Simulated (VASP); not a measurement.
Input of a VASP 6.6.1 run:

Contents of INCAR:

```
PREC = Accurate ; ENCUT = 520
EDIFF = 1E-7 ; ISMEAR = -1
SIGMA = 0.1 ; LREAL = F
LASPH = T ; NELM = 60
ALGO = Normal ; ISIF = 2
LWAVE = F ; LCHARG = T
GGA = PS ; LELF = T
LVHAR = T ; NBANDS = 18
```

KPOINTS

```
Automatic mesh
0
Gamma
  14 14 14
```

Contents of POSCAR:

```
Cu
1.0
    0.0000000000      2.0762657668      2.0762657668
    2.0762657668      0.0000000000      2.0762657668
    2.0762657668      2.0762657668      0.0000000000
Cu
2
Direct
   -0.1250000000     -0.1250000000     -0.1250000000
    0.1250000000      0.1250000000      0.1250000000
```

Potentials or basis: VASP PAW PBE potentials, release 64 (Cu).

Command:

```console
$ cat potpaw_PBE.64/Cu/POTCAR > POTCAR
$ mpirun -np 1 vasp_std > vasp.out
```

(1) Predict the band gap on the k mesh.

(2) Predict the pressure.

Answers

(1) zero (band 11 reaches 13.46 eV, above the bottom of band 12 at 12.20 eV).

(2) 252.8 GPa.

Caveat: the PAW data sets were made with another functional, which shifts forces and pressure a little.
